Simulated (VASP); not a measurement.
# KMn4As3 (R-3m) in VASP: a series of runs

KMn4As3 is run at these levels: RPBE, r2SCAN, r2SCAN+U; tasks: single point.

Program: VASP 6.6.1. These are calculated values, not measurements. Logs are shortened: lines on timing, memory, paths and dates and some standing lists are left out, and cuts for length are marked.

## 1. The cell of the first run

Symmetry: R-3m, No. 166, trigonal system. Conventional cell: a = 4.031 Å, b = 4.031 Å, c = 32.764 Å, α = 90.00°, β = 90.00°, γ = 120.00°. K (site symmetry -3m) has 6 As at 3.10 Å and 6 Mn at 3.42 Å and 6 K at 4.03 Å within 4.1 Å. Mn (site symmetry 3m) has 4 As at 2.37 to 2.96 Å and 3 Mn at 3.02 Å within 3.1 Å. Mn (site symmetry 3m) has 4 As at 2.38 to 2.55 Å and 6 Mn at 3.02 to 3.11 Å within 3.2 Å. Within 3.1 Å of As (site symmetry 3m) lie 4 Mn at 2.37 to 2.38 Å and 3 K at 3.10 Å. Within 3.4 Å of As (site symmetry -3m) lie 8 Mn at 2.55 to 2.96 Å.

## 2. Single point, RPBE

Input file INCAR:

```
PREC = Accurate
ENCUT = 520
EDIFF = 1E-6
ISMEAR = -1
SIGMA = 0.1
LREAL = F
LASPH = T
NELM = 100
ALGO = Normal
ISIF = 2
LWAVE = F
LCHARG = T
GGA = RP
LELF = T
LVHAR = T
NBANDS = 48
```

Input file KPOINTS:

```
Automatic mesh
0
Gamma
  5 5 5
```

Input file POSCAR:

```
KMn4As3
1.0
    4.0313950000      0.0000000000      0.0000000000
   -2.0156980000      3.4912950000      0.0000000000
   -2.0156980000      1.1637650000     10.9213370000
K Mn As
1 4 3
Direct
    0.5000000000      0.5000000000      0.5000000000
    0.0902700000      0.9097300000      0.2708100000
    0.9097300000      0.0902700000      0.7291900000
    0.3017700000      0.6982300000      0.9053100000
    0.6982300000      0.3017700000      0.0946900000
    0.2290400000      0.7709600000      0.6871200000
    0.7709600000      0.2290400000      0.3128800000
    0.0000000000      0.0000000000      0.0000000000
```

Potentials or basis: VASP PAW PBE potentials, release 64 (K_sv, Mn_pv, As).

Started as:

```
> cat potpaw_PBE.64/K_sv/POTCAR potpaw_PBE.64/Mn_pv/POTCAR potpaw_PBE.64/As/POTCAR > POTCAR
> mpirun -np 1 vasp_std > vasp.out
```

OUTCAR:

```text
PREC = Accurate
   ENCUT = 520
   EDIFF = 1E-6
   ISMEAR = -1
   LREAL = F
   LASPH = T
   NELM = 100
   ISIF = 2
   GGA = RP

 ion  position               nearest neighbor table
   1  0.500  0.500  0.500-   6 3.10   7 3.10   7 3.10   6 3.10   6 3.10   7 3.10   3 3.42   2 3.42
                             3 3.42   2 3.42   2 3.42   3 3.42
   2  0.090  0.910  0.271-   7 2.37   7 2.37   7 2.37   8 2.96   5 3.02   5 3.02   5 3.02   1 3.42
                             1 3.42   1 3.42
   3  0.910  0.090  0.729-   6 2.37   6 2.37   6 2.37   8 2.96   4 3.02   4 3.02   4 3.02   1 3.42
                             1 3.42   1 3.42
   4  0.302  0.698  0.905-   6 2.38   8 2.55   8 2.55   8 2.55   3 3.02   3 3.02   3 3.02   5 3.11
                             5 3.11   5 3.11
   5  0.698  0.302  0.095-   7 2.38   8 2.55   8 2.55   8 2.55   2 3.02   2 3.02   2 3.02   4 3.11
                             4 3.11   4 3.11
   6  0.229  0.771  0.687-   3 2.37   3 2.37   3 2.37   4 2.38   1 3.10   1 3.10   1 3.10
   7  0.771  0.229  0.313-   2 2.37   2 2.37   2 2.37   5 2.38   1 3.10   1 3.10   1 3.10
   8  0.000  0.000  0.000-   5 2.55   4 2.55   5 2.55   4 2.55   5 2.55   4 2.55   2 2.96   3 2.96

  LATTYP: Found a trigonal (rhomboedric) cell.
 ALAT       =    11.1666015094
 COS(alpha) =     0.9348312253

  Lattice vectors:

 A1 = (  -2.0156980000,   1.1637650000,  10.9213370000)
 A2 = (  -0.0000000000,  -2.3275300000,  10.9213370000)
 A3 = (   2.0156970000,   1.1637650000,  10.9213370000)

Analysis of symmetry for initial positions (statically):
=====================================================================
 Subroutine PRICEL returns:
 Original cell was already a primitive cell.

 Routine SETGRP: Setting up the symmetry group for a
 trigonal (rhombohedral) supercell.

 Subroutine GETGRP returns: Found 12 space group operations
 (whereof 12 operations were pure point group operations)
 out of a pool of 12 trial point group operations.

The static configuration has the point symmetry D_3d.

Analysis of symmetry for dynamics (positions and initial velocities):
=====================================================================
 Subroutine PRICEL returns:
 Original cell was already a primitive cell.

 Routine SETGRP: Setting up the symmetry group for a
 trigonal (rhombohedral) supercell.

 Subroutine GETGRP returns: Found 12 space group operations
 (whereof 12 operations were pure point group operations)
 out of a pool of 12 trial point group operations.

The dynamic configuration has the point symmetry D_3d.

 Subroutine INISYM returns: Found 12 space group operations
 (whereof 12 operations are pure point group operations),
 and found     1 'primitive' translations

----------------------------------------------------------------------------------------

                                     Primitive cell

  volume of cell :     153.7155

  direct lattice vectors                    reciprocal lattice vectors
     4.031395000  0.000000000  0.000000000     0.248053093  0.143213370  0.030521301
    -2.015698000  3.491295000  0.000000000     0.000000000  0.286426670 -0.030521294
    -2.015698000  1.163765000 10.921337000     0.000000000  0.000000000  0.091563881

  length of vectors
     4.031395000  4.031399162 11.166601509     0.288048531  0.288048236  0.091563881

  position of ions in fractional coordinates (direct lattice)
     0.500000000  0.500000000  0.500000000
     0.090270000  0.909730000  0.270810000
     0.909730000  0.090270000  0.729190000
     0.301770000  0.698230000  0.905310000
     0.698230000  0.301770000  0.094690000
     0.229040000  0.770960000  0.687120000
     0.770960000  0.229040000  0.312880000
     0.000000000  0.000000000  0.000000000

  ion indices of the primitive-cell ions
   primitive index   ion index
                 1           1
                 2           2
                 3           3
                 4           4
                 5           5
                 6           6
                 7           7
                 8           8

----------------------------------------------------------------------------------------

 KPOINTS: Automatic mesh

Automatic generation of k-mesh.
 Grid dimensions read from file:
 generate k-points for:    5    5    5

 Generating k-lattice:

  Cartesian coordinates                     Fractional coordinates (reciprocal lattice)
     0.049610619  0.028642674  0.006104260     0.200000000  0.000000000  0.000000000
     0.000000000  0.057285334 -0.006104259     0.000000000  0.200000000  0.000000000
     0.000000000  0.000000000  0.018312776     0.000000000  0.000000000  0.200000000

  Length of vectors
     0.057609706  0.057609647  0.018312776

  Shift w.r.t. Gamma in fractional coordinates (k-lattice)
     0.000000000  0.000000000  0.000000000

 Subroutine IBZKPT returns following result:
 ===========================================

 Found     19 irreducible k-points:

 Following reciprocal coordinates:
            Coordinates               Weight
  0.000000  0.000000  0.000000      1.000000
  0.200000  0.000000  0.000000      6.000000
  0.400000 -0.000000  0.000000      6.000000
  0.200000  0.200000 -0.000000      6.000000
  0.400000  0.200000 -0.000000     12.000000
 -0.400000  0.200000  0.000000     12.000000
[... 11 lines left out ...]
  0.000000  0.000000  0.400000      2.000000
  0.200000  0.000000  0.400000      6.000000
   k-points           NKPTS =     19   k-points in BZ     NKDIM =     19   number of bands    NBANDS=     48
   number of dos      NEDOS =    301   number of ions     NIONS =      8
   total plane-waves  NPLWV =  75600
   dimension x,y,z NGX =    30 NGY =   30 NGZ =   84
   dimension x,y,z NGXF=    60 NGYF=   60 NGZF=  168
   ions per type =               1   4   3
   NGX,Y,Z   is equivalent  to a cutoff of  12.37, 12.37, 12.51 a.u.
   NGXF,Y,Z  is equivalent  to a cutoff of  24.74, 24.74, 25.01 a.u.
 SYSTEM =  unknown system
   PREC   = accura    normal or accurate (medium, high low for compatibility)
   ISTART =      0    job   : 0-new  1-cont  2-samecut
   ICHARG =      2    charge: 1-file 2-atom 10-const
   ISPIN  =      1    spin polarized calculation?
   LNONCOLLINEAR =      F non collinear calculations
   LSORBIT =      F    spin-orbit coupling
   LASPH  =      T    aspherical Exc in radial PAW
   ENCUT  =  520.0 eV  38.22 Ry    6.18 a.u.   7.50  7.50 20.76*2*pi/ulx,y,z
   NELM   =    100;   NELMIN=  2; NELMDL= -5     # of ELM steps
   EDIFF  = 0.1E-05   stopping-criterion for ELM
   LREAL  =      F    real-space projection
   EDIFFG = 0.1E-04   stopping-criterion for IOM
   NSW    =      0    number of steps for IOM
   IBRION =     -1    ionic relax: 0-MD 1-quasi-New 2-CG
   NFREE  =      0    steps in history (QN), initial steepest desc. (CG)
   ISIF   =      2    stress and relaxation
   ISYM   =      2    0-nonsym 1-usesym 2-fastsym
   POTIM  = 0.5000    time-step for ionic-motion
   TEBEG  =    0.0;   TEEND  =   0.0 temperature during run
   PSTRESS=    0.0 pullay stress
   NELECT =      76.0000    total number of electrons
   NUPDOWN=      -1.0000    fix difference up-down
   EMIN   =  10.00;   EMAX   =-10.00  energy-range for DOS
   EFERMI =   0.00;   METHOD = LEGACY
   ISMEAR =    -1;   SIGMA  =   0.10  broadening in eV -4-tet -1-fermi 0-gaus
   EFERMI_NEDOS =   21; number of points for ismear=-14 and -15
   IALGO  =     38    algorithm
   IMIX   =      4    mixing-type and parameters
     AMIX     =   0.40;   BMIX     =  1.00
     AMIX_MAG =   1.60;   BMIX_MAG =  1.00
  volume/ion in A,a.u.               =      19.21       129.67
  Fermi-wavevector in a.u.,A,eV,Ry     =   1.294514  2.446277 22.800192  1.675767
  Thomas-Fermi vector in A             =   2.426092
   LORBIT       =      0    0 simple, 1 ext, 2 COOP (PROOUT), +10 PAW based schemes
   GGA     = RP    functional components
   LHFCALC =     F    Hartree Fock is set to
   AEXX    =    0.0000 exact exchange contribution
   IVDW    =     0    specifies the selected vdW correction
   LEPSILON=     F    determine dielectric tensor
   LRPA    =     F    only Hartree local field effects (RPA)
 non-spin polarized calculation
  energy-cutoff  :      520.00
  volume of cell :      153.72
 maximum number of plane-waves:      4177
 NGX is ok and might be reduce to    30
   NGX = 15   NGY = 15   NGZ = 41

 number of electron      76.0000000 magnetization

 Free energy of the ion-electron system (eV)
  ---------------------------------------------------
  ext. energy  EPLUGINS =         0.00000000
  ---------------------------------------------------
  free energy    TOTEN  =       -44.49540503 eV

  energy without entropy =      -43.80226656  energy(sigma->0) =      -44.14883580

 E-fermi :   4.8376     XC(G=0): -10.2624

 val. band max:        4.8269119871   @ k =   0.2000   0.0000   0.0000
 cond. band min:       4.8394967093   @ k =  -0.2000   0.2000  -0.0000
 fundamental gap:      0.0125847222
 Fermi energy:         4.8375636190

 k-point     1 :       0.0000    0.0000    0.0000
  band No.  band energies     occupation
      1     -42.9160      2.00000
      2     -42.9160      2.00000
      3     -42.9157      2.00000
      4     -42.9157      2.00000
      5     -42.8970      2.00000
      6     -42.8747      2.00000
[... 40 lines left out ...]
     47       7.6647      0.00000
     48       8.1986      0.00000

 k-point     2 :       0.2000    0.0000    0.0000
  band No.  band energies     occupation
      1     -42.9207      2.00000
      2     -42.9186      2.00000
      3     -42.9167      2.00000
      4     -42.9163      2.00000
      5     -42.8916      2.00000
      6     -42.8785      2.00000
[... 40 lines left out ...]
     47       7.3921      0.00000
     48       7.6048      0.00000

 k-point     3 :       0.4000   -0.0000    0.0000
  band No.  band energies     occupation
      1     -42.9253      2.00000
      2     -42.9236      2.00000
      3     -42.9179      2.00000
      4     -42.9173      2.00000
      5     -42.8872      2.00000
      6     -42.8798      2.00000
[... 805 lines left out ...]
     47       7.9989      0.00000
     48       8.0279      0.00000

 k-point    19 :       0.2000    0.0000    0.4000
  band No.  band energies     occupation
      1     -42.9207      2.00000
      2     -42.9186      2.00000
      3     -42.9167      2.00000
      4     -42.9163      2.00000
      5     -42.8916      2.00000
      6     -42.8785      2.00000
[... 40 lines left out ...]
     47       7.3732      0.00000
     48       7.6407      0.00000

------------------------ aborting loop because EDIFF is reached ----------------------------------------

  FORCE on cell =-STRESS in cart. coord.  units (eV):
  Direction    XX          YY          ZZ          XY          YZ          ZX
  --------------------------------------------------------------------------------------
  -------------------------------------------------------------------------------------
  Total       -6.0840408     -6.0840566     -3.3137349      0.0000009     -0.0000000      0.0000001
  in kB      -63.4139776    -63.4141417    -34.5390703      0.0000091     -0.0000000      0.0000011
  external PRESSURE =     -53.7890632 kB  Pullay stress =       0.0000000 kB

 VOLUME and BASIS-vectors are now :
 -----------------------------------------------------------------------------
  energy-cutoff  :      520.00
  volume of cell :      153.72
      direct lattice vectors                 reciprocal lattice vectors
     4.031395000  0.000000000  0.000000000     0.248053093  0.143213370  0.030521301
    -2.015698000  3.491295000  0.000000000     0.000000000  0.286426670 -0.030521294
    -2.015698000  1.163765000 10.921337000     0.000000000  0.000000000  0.091563881

 POSITION                                       TOTAL-FORCE (eV/Angst)
 -----------------------------------------------------------------------------------
     -0.00000      2.32753      5.46067        -0.000000      0.000000      0.000000
     -2.01570      3.49130      2.95761         0.000000      0.000000     -2.351813
      2.01570      1.16376      7.96373        -0.000000     -0.000000      2.351813
     -2.01570      3.49130      9.88720        -0.000000     -0.000000      0.728848
      2.01570      1.16376      1.03414         0.000000      0.000000     -0.728848
     -2.01570      3.49130      7.50427        -0.000000     -0.000000      0.425186
      2.01570      1.16376      3.41707         0.000000      0.000000     -0.425186
      0.00000      0.00000      0.00000        -0.000000     -0.000000      0.000000
 -----------------------------------------------------------------------------------
    total drift:                               -0.000000      0.000000      0.000000

  FREE ENERGIE OF THE ION-ELECTRON SYSTEM (eV)
  ---------------------------------------------------
  free  energy   TOTEN  =       -44.4954050348 eV

  energy  without entropy=      -43.8022665565  energy(sigma->0) =      -44.14883580
```

Wall time 5.1 min (1 thread of Oxide Virtual Turin-like, shared host); peak memory 0.29 GiB.

Results:

```yaml
Free_energy: -44.4954 eV
Pressure: -5.4 GPa
Largest_force: 2.352 eV/Å
Band_gap_on_the_k_mesh: zero (bands 38 and 39 overlap by 0.16 eV)
```

Forces on the atoms (eV/Å):
```
K    0.000  0.000  0.000
Mn   0.000  0.000 -2.352
Mn   0.000  0.000  2.352
Mn   0.000  0.000  0.729
Mn   0.000  0.000 -0.729
As   0.000  0.000  0.425
As   0.000  0.000 -0.425
As   0.000  0.000  0.000
```

Stress tensor (GPa, compression positive):
```
-6.34  0.00  0.00
 0.00 -6.34  0.00
 0.00  0.00 -3.45
```

Levels at points of the mesh, in eV from the Fermi level:
| k point | band 34 | band 35 | band 36 | band 37 | band 38 | band 39 | band 40 | band 41 | band 42 | band 43 |
| --- | --- | --- | --- | --- | --- | --- | --- | --- | --- | --- |
| (0.00, 0.00, 0.00) | -0.19 | -0.11 | -0.09 | -0.09 | -0.05 | -0.02 | 0.50 | 0.50 | 2.68 | 2.68 |

Caveat: the k points lie up to 0.36 Å⁻¹ apart; the PAW data sets were made with another functional, which shifts forces and pressure a little; the run has no spin polarisation, though such a crystal can be magnetic. Spin polarisation is off, so any magnetic state and its effect on volume and gap are missing.

## 3. Single point, r2SCAN

POSCAR is that of step 2.

Input file INCAR.step1:

```
SYSTEM = KMn4As3
PREC = Accurate
ENCUT = 520
ISMEAR = -1
SIGMA = 0.1
LREAL = .False.
LASPH = .True.
NELM = 100
NBANDS = 48
GGA = PE
ALGO = Normal
EDIFF = 1E-4
LWAVE = .True.
LCHARG = .False.
```

Input file INCAR.step2:

```
SYSTEM = KMn4As3
PREC = Accurate
ENCUT = 520
EDIFF = 1E-6
ISMEAR = -1
SIGMA = 0.1
LREAL = .False.
LASPH = .True.
NELM = 100
ALGO = Normal
ISIF = 2
LWAVE = .False.
LCHARG = .False.
METAGGA = R2SCAN
LMIXTAU = .True.
NBANDS = 48
ISTART = 1
```

Input file KPOINTS:

```
regular mesh
0
Gamma
  5 5 5
  0 0 0
```

Potentials or basis: VASP PAW PBE potentials, release 64 (K_sv, Mn_pv, As).

Started as:

```
> cat potpaw_PBE.64/K_sv/POTCAR potpaw_PBE.64/Mn_pv/POTCAR potpaw_PBE.64/As/POTCAR > POTCAR
> cp INCAR.step1 INCAR
> mpirun -np 1 vasp_std > vasp.out
> cp INCAR.step2 INCAR
> mpirun -np 1 vasp_std > vasp.out
```

Wall time 22 min (1 thread of Oxide Virtual Turin-like, shared host); peak memory 0.33 GiB.

The run converged. Its results:

- Free energy: -104.0681 eV
- Pressure: -10.5 GPa
- Largest force: 2.373 eV/Å
- Band gap on the k mesh: zero (bands 38 and 39 overlap by 0.12 eV)

Forces in eV/Å, atoms in the order of the input:
```
K    0.000  0.000  0.000
Mn   0.000  0.000 -2.373
Mn   0.000  0.000  2.373
Mn   0.000  0.000  0.709
Mn   0.000  0.000 -0.709
As   0.000  0.000  0.712
As   0.000  0.000 -0.712
As   0.000  0.000  0.000
```

Stress tensor (GPa, compression positive):
```
-11.63   0.00   0.00
  0.00 -11.63   0.00
  0.00   0.00  -8.29
```

Levels at points of the mesh, in eV from the Fermi level:
| k point | band 35 | band 36 | band 37 | band 38 | band 39 | band 40 | band 41 | band 42 |
| --- | --- | --- | --- | --- | --- | --- | --- | --- |
| (0.00, 0.00, 0.00) | -0.12 | -0.12 | -0.11 | -0.06 | -0.01 | 0.50 | 0.50 | 2.80 |

Caveat: the k points lie up to 0.36 Å⁻¹ apart; the PAW data sets were made with another functional, which shifts forces and pressure a little; the run has no spin polarisation, though such a crystal can be magnetic. Spin polarisation is off, so any magnetic state and its effect on volume and gap are missing.

## 4. Single point, r2SCAN+U

POSCAR is that of step 3.

Input file INCAR.step1:

```
PREC = Accurate
ENCUT = 520
ISMEAR = -1
SIGMA = 0.1
LREAL = F
LASPH = T
NELM = 150
LMAXMIX = 4
LDAU = T
LDAUTYPE = 2
LDAUL = -1 2 -1
LDAUU = 0 8 0
LDAUJ = 0 0 0
NBANDS = 48
GGA = PE
ALGO = Normal
EDIFF = 1E-4
LWAVE = T
LCHARG = F
```

Input file INCAR.step2:

```
PREC = Accurate
ENCUT = 520
EDIFF = 1E-7
ISMEAR = -1
SIGMA = 0.1
LREAL = F
LASPH = T
NELM = 150
ALGO = Normal
ISIF = 2
LWAVE = F
LCHARG = F
LMAXMIX = 4
LDAU = T
LDAUTYPE = 2
LDAUL = -1 2 -1
LDAUU = 0 8 0
LDAUJ = 0 0 0
LDAUPRINT = 1
METAGGA = R2SCAN
LMIXTAU = T
NBANDS = 48
ISTART = 1
```

Input file KPOINTS:

```
regular mesh
0
Gamma
  5 5 5
```

Started as:

```
> cat potpaw_PBE.64/K_sv/POTCAR potpaw_PBE.64/Mn_pv/POTCAR potpaw_PBE.64/As/POTCAR > POTCAR
> cp INCAR.step1 INCAR
> mpirun -np 1 vasp_std > vasp.out
> cp INCAR.step2 INCAR
> mpirun -np 1 vasp_std > vasp.out
```

Run time: 74 min. Hardware: 1 thread of Oxide Virtual Turin-like, shared host; peak memory 0.34 GiB.

The run converged. Its results:

```yaml
Free_energy: -65.9241 eV
Pressure: -4.9 GPa
Largest_force: 2.368 eV/Å
Band_gap_on_the_k_mesh: zero (bands 38 and 39 overlap by 0.12 eV)
```

Forces on the atoms (eV/Å):
```
K    0.000  0.000  0.000
Mn   0.000  0.000 -2.368
Mn   0.000  0.000  2.368
Mn   0.000  0.000 -0.342
Mn   0.000  0.000  0.342
As   0.000  0.000  0.835
As   0.000  0.000 -0.835
As   0.000  0.000  0.000
```

Stress tensor (GPa, compression positive):
```
-4.44  0.00  0.00
 0.00 -4.44  0.00
 0.00  0.00 -5.79
```

Levels at points of the mesh, in eV from the Fermi level:
```csv
k point,band 34,band 35,band 36,band 37,band 38,band 39,band 40,band 41,band 42,band 43
"(0.00, 0.00, 0.00)",-1.46,-1.23,-0.70,-0.70,0.17,0.18,0.21,0.21,1.95,2.82
```

Eigenvalues of the final occupation matrices:
| site | spin | trace | eigenvalues |
| --- | --- | --- | --- |
| site 2 d | 1 | 2.59 | 0.20 0.20 0.67 0.67 0.83 |
| site 2 d | 2 | 2.59 | 0.20 0.20 0.67 0.67 0.83 |
| site 3 d | 1 | 2.59 | 0.20 0.20 0.67 0.67 0.83 |
| site 3 d | 2 | 2.59 | 0.20 0.20 0.67 0.67 0.83 |
| site 4 d | 1 | 2.57 | 0.27 0.27 0.60 0.60 0.82 |
| site 4 d | 2 | 2.57 | 0.27 0.27 0.60 0.60 0.82 |
| site 5 d | 1 | 2.57 | 0.27 0.27 0.60 0.60 0.82 |
| site 5 d | 2 | 2.57 | 0.27 0.27 0.60 0.60 0.82 |

Caveat: the k points lie up to 0.36 Å⁻¹ apart; the PAW data sets were made with another functional, which shifts forces and pressure a little; the run has no spin polarisation, though such a crystal can be magnetic; U without spin polarisation on a metal has little footing; the U is typed as a test and isn't derived for this compound. Spin polarisation is off, so any magnetic state and its effect on volume and gap are missing.

## 5. Summary

```tsv
level	U	gap on the mesh (eV)	pressure (GPa)	largest force (eV/Å)
RPBE	-	none	-5.4	2.35
r2SCAN	-	none	-10.5	2.37
r2SCAN+U	Mn d U = 8.0 eV	none	-4.9	2.37
```

Alike in all rows: task single point; potentials or basis VASP PAW PBE potentials, release 64 (K_sv, Mn_pv, As); no spin polarisation; cell as given; k mesh 5 × 5 × 5; cutoff (eV) 520; smearing fermi-dirac 0.1 eV.

Caveats: all runs use coarse meshes; the PAW data sets were made with another functional, which shifts forces and pressure a little; the run has no spin polarisation, though such a crystal can be magnetic; U without spin polarisation on a metal has little footing (at least some runs); the U is typed as a test and isn't derived for this compound (at least some runs).

Absolute energies hang on the potentials; compare differences alone.

The gap in the log of VASP goes by the Fermi energy; the results here count the filled bands.